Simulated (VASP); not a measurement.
Input of a VASP 6.6.1 run:

Contents of INCAR:

```
SYSTEM = KCl
ALGO = Normal
EDIFF = 1E-6
ENCUT = 520
GGA = PE
ISIF = 2
ISMEAR = 0
LASPH = .True.
LCHARG = .False.
LREAL = .False.
LWAVE = .False.
NBANDS = 24
NELM = 80
PREC = Accurate
SIGMA = 0.01
```

File KPOINTS:

```
k-points
0
Gamma
  6 6 2
  0 0 0
```

Contents of POSCAR:

```
KCl
1.0
    5.3436721797      0.0000000000      0.0000000000
   -2.6718360898      4.6277558571      0.0000000000
    0.0000000000      0.0000000000      6.2390533356
K Cl
2 2
Direct
    0.3333333333      0.6666666667      0.2500000000
    0.6666666667      0.3333333333      0.7500000000
    0.6666666667      0.3333333333      0.2500000000
    0.3333333333      0.6666666667      0.7500000000
```

Potentials or basis: VASP PAW PBE potentials, release 64 (K_sv, Cl).

Run with:

```console
$ cat potpaw_PBE.64/K_sv/POTCAR potpaw_PBE.64/Cl/POTCAR > POTCAR
$ mpirun -np 1 vasp_std > vasp.out
```

Problem. Estimate the pressure.

Solution. 0.5 GPa.

Problem. Predict the band gap on the k mesh.

Solution. 4.77 eV, direct.

Stress tensor (GPa, compression positive):
```
0.41 0.00 0.00
0.00 0.41 0.00
0.00 0.00 0.69
```

Caveat: the k points lie up to 0.50 Å⁻¹ apart. A k mesh can miss the band edges.
